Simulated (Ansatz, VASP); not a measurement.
Two plane-wave programs on InSe2

POSCAR

```
InSe2
1.0
    3.8948930000      0.0000000000      0.0000000000
    0.0000000000      3.8948930000      0.0000000000
    0.0000000000      0.0000000000      9.6262310000
In Se
2 4
Direct
    0.0000000000      0.5000000000      0.7064680000
    0.5000000000      0.0000000000      0.2935320000
    0.0000000000      0.5000000000      0.3662120000
    0.5000000000      0.0000000000      0.6337880000
    0.0000000000      0.0000000000      0.0000000000
    0.5000000000      0.5000000000      0.0000000000
```

File INCAR.step1:

```
SYSTEM = InSe2
  PREC = Accurate
  ENCUT = 520
  ISMEAR = 0
  SIGMA = 0.1
  LREAL = .False.
  LASPH = .True.
  NELM = 100
  NBANDS = 34
  GGA = PE
  ALGO = Normal
  EDIFF = 1E-4
  LWAVE = .True.
  LCHARG = .False.
```

File INCAR.step2:

```
SYSTEM = InSe2
  PREC = Accurate
  ENCUT = 520
  EDIFF = 1E-7
  ISMEAR = 0
  SIGMA = 0.1
  LREAL = .False.
  LASPH = .True.
  NELM = 100
  ALGO = Normal
  ISIF = 2
  LWAVE = .False.
  LCHARG = .False.
  METAGGA = R2SCAN
  LMIXTAU = .True.
  NBANDS = 34
  ISTART = 1
```

The input KPOINTS:

```
Automatic mesh
0
Gamma
  10 10 4
  0 0 0
```

Input for Ansatz:

```yaml
crystal:
  lattice:
    - [3.894893, 0.0, 0.0]
    - [0.0, 3.894893, 0.0]
    - [0.0, 0.0, 9.626231]
  atoms:
    - { symbol: In, position: [0.0, 0.5, 0.706468] }
    - { symbol: In, position: [0.5, 0.0, 0.293532] }
    - { symbol: Se, position: [0.0, 0.5, 0.366212] }
    - { symbol: Se, position: [0.5, 0.0, 0.633788] }
    - { symbol: Se, position: [0.0, 0.0, 0.0] }
    - { symbol: Se, position: [0.5, 0.5, 0.0] }
basis:
  ecutwfc: 500
kpoints:
  mp_grid: { grid: [10, 10, 4] }
hamiltonian:
  xc: r2scan
scf:
  occupations: { method: gaussian, width: 0.1 }
output:
  forces: true
  stress: true
  eigenvalues: true
  write_density: true
  write_potential: true
  elf: true
  volumetric_format: npy
```

Alike in both runs: task single point; functional r2SCAN; k mesh 10 × 10 × 4; occupations gaussian, width 0.1 eV; no spin polarisation.

```csv
,VASP,Ansatz
version,VASP 6.6.1,Ansatz 0.2.0
potentials or method,"VASP PAW PBE potentials, release 64 (In_d, Se), cutoff 520 eV","scalar-relativistic, plane waves, PAW"
valence electrons in the cell,50,90
```

|  | VASP | Ansatz | Ansatz less VASP |
| --- | --- | --- | --- |
| gap on the k mesh at the Fermi level (eV) | none | none | - |
| pressure (GPa) | -1.7 | -1.8 | -0.02 |
| traceless stress, the component that is largest in VASP (GPa) | 0.91 | 0.93 | +0.014 |
| rms of the force components (eV/Å) | 0.064 | 0.066 | +0.0019 |

VASP's potentials were made for PBE, not for r2SCAN. Atom by atom the forces differ by 0.002 eV/Å (rms over components). A gap of «none» marks a metal or a gap that the smearing closes. With one functional, cell and mesh, what is left measures potentials, basis and numerics. VASP's potentials hold 50 valence electrons a cell and Ansatz's 90, so a difference there can come from the potentials and not from the codes.
